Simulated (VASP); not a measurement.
SnC3:

```
CELL_PARAMETERS angstrom
2.97889 0.00000 0.00000
0.00000 2.97889 0.00000
0.00000 0.00000 4.64352
ATOMIC_POSITIONS crystal
C 0.50000 0.00000 0.82036
C 0.50000 0.50000 0.00000
C 0.00000 0.50000 0.17964
Sn 0.00000 0.00000 0.50000
```

Base run:

```yaml
Program: VASP 6.6.1
Functional: r2SCAN
Potentials_or_basis: VASP PAW PBE potentials, release 64 (C, Sn_d)
Cutoff: 520 eV
k_mesh: 8 × 8 × 6
Occupations: gaussian, width 0.01 eV
Spin: no spin polarisation
```

Its results: band gap on the k mesh 0.40 eV, indirect (least direct gap 0.76 eV); pressure 0.4 GPa; largest force 0.006 eV/Å.

Task: The run is repeated on the same cell with these changes: functional from r2SCAN to PBE. What comes out?

Result: Band gap on the k mesh 0.34 eV, indirect (least direct gap 0.61 eV); pressure 2.7 GPa; largest force 0.335 eV/Å.

Caveats: spin-orbit coupling is left out, which moves the levels of the heavy elements; the PAW data sets were made with another functional, which shifts forces and pressure a little (some runs).

A k mesh can miss the band edges.
